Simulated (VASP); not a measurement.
La16HO24 (a cell with a defect): single point with PBE

System: La16HO24 (a cell with a defect).

```
CELL_PARAMETERS angstrom
7.88115 0.00000 0.00000
-3.94057 6.82527 0.00000
0.00000 0.00000 12.37572
ATOMIC_POSITIONS crystal
La 0.32550 0.16118 0.37190
La 0.16135 0.32486 0.12824
La 0.33761 0.16648 0.87538
La 0.16678 0.33728 0.62476
La 0.33290 0.66641 0.38128
La 0.15954 0.83963 0.12821
La 0.33454 0.66484 0.88143
La 0.16613 0.83311 0.62463
La 0.84037 0.15940 0.37192
La 0.66660 0.33266 0.11886
La 0.83348 0.16580 0.87541
La 0.66501 0.33413 0.61861
La 0.83832 0.67423 0.37189
La 0.67426 0.83802 0.12834
La 0.83295 0.66173 0.87536
La 0.66198 0.83251 0.62474
O 0.34837 0.17401 0.17563
O 0.17452 0.34807 0.32459
O 0.00036 0.99925 0.00286
O 0.33362 0.16541 0.67628
O 0.16579 0.33337 0.82373
O 0.99909 0.99972 0.49718
O 0.33380 0.66537 0.16874
O 0.17265 0.82663 0.32409
O 0.99360 0.49551 0.99390
O 0.33334 0.66578 0.68162
O 0.16534 0.83401 0.82376
O 0.00621 0.50372 0.50624
O 0.82692 0.17232 0.17597
O 0.66589 0.33356 0.33150
O 0.50400 0.00561 0.99391
O 0.83424 0.16493 0.67627
O 0.66621 0.33303 0.81855
O 0.49523 0.99301 0.50637
O 0.82506 0.65098 0.17552
O 0.65125 0.82498 0.32463
O 0.50322 0.49546 0.99272
O 0.83366 0.66548 0.67630
O 0.66601 0.83348 0.82381
O 0.49609 0.50307 0.50732
H 0.99970 0.99955 0.25010
```

```yaml
Program: VASP 6.6.1
Task: single point
Functional: PBE
Potentials_or_basis: VASP PAW PBE potentials, release 64 (La, O, H)
Cutoff: 520 eV
k_mesh: 1 × 1 × 1, shifted
Occupations: fermi-dirac, width 0.01 eV
Spin: no spin polarisation
```

The largest force is 0.154 eV/Å.

Forces in eV/Å, atoms in the order of the input:
```
La  -0.109  0.060 -0.014
La   0.111 -0.059  0.011
La  -0.135  0.071 -0.016
La   0.126 -0.081  0.013
La  -0.030  0.018 -0.018
La   0.099 -0.057  0.011
La  -0.119  0.066 -0.007
La   0.119 -0.071  0.030
La  -0.110  0.053 -0.013
La   0.040 -0.022  0.019
La  -0.118  0.069 -0.024
La   0.123 -0.069  0.014
La  -0.110  0.056 -0.015
La   0.108 -0.065  0.005
La  -0.132  0.076 -0.016
La   0.134 -0.073  0.014
O   -0.070 -0.019 -0.012
O    0.017 -0.070  0.007
O   -0.005  0.002  0.005
O   -0.133  0.074 -0.001
O    0.126 -0.079  0.004
O    0.010 -0.003 -0.002
O   -0.131  0.075 -0.007
O    0.118 -0.065  0.005
O   -0.015  0.001 -0.003
O   -0.118  0.076  0.000
O    0.123 -0.073  0.015
O    0.014 -0.003  0.001
O   -0.122  0.078 -0.002
O    0.130 -0.074  0.006
O   -0.013  0.012 -0.003
O   -0.122  0.071 -0.012
O    0.120 -0.067 -0.003
O    0.011 -0.011  0.000
O   -0.012  0.070 -0.006
O    0.067  0.023  0.009
O   -0.017  0.010  0.003
O   -0.124  0.082 -0.002
O    0.130 -0.071  0.001
O    0.017 -0.011  0.000
H    0.002  0.000  0.000
```

Levels at points of the mesh, in eV from the Fermi level:
```tsv
k point	band 157	band 158	band 159	band 160	band 161	band 162	band 163	band 164	band 165	band 166
(0.25, 0.25, 0.25)	-1.31	-1.28	-1.26	-1.23	-0.35	2.90	2.96	3.06	3.12	3.17
```

Run time: 42 min on 1 thread of Intel(R) Xeon(R) Platinum 8375C CPU @ 2.90GHz (Ice Lake) (shared host), peak memory 1 GiB.

Caveat: the cell carries a net charge on a neutralising background, which shifts energy and pressure; the cell is charged against a uniform background, so pressure and absolute levels hang on convention; spin-orbit coupling is left out, which moves the levels of the heavy elements.
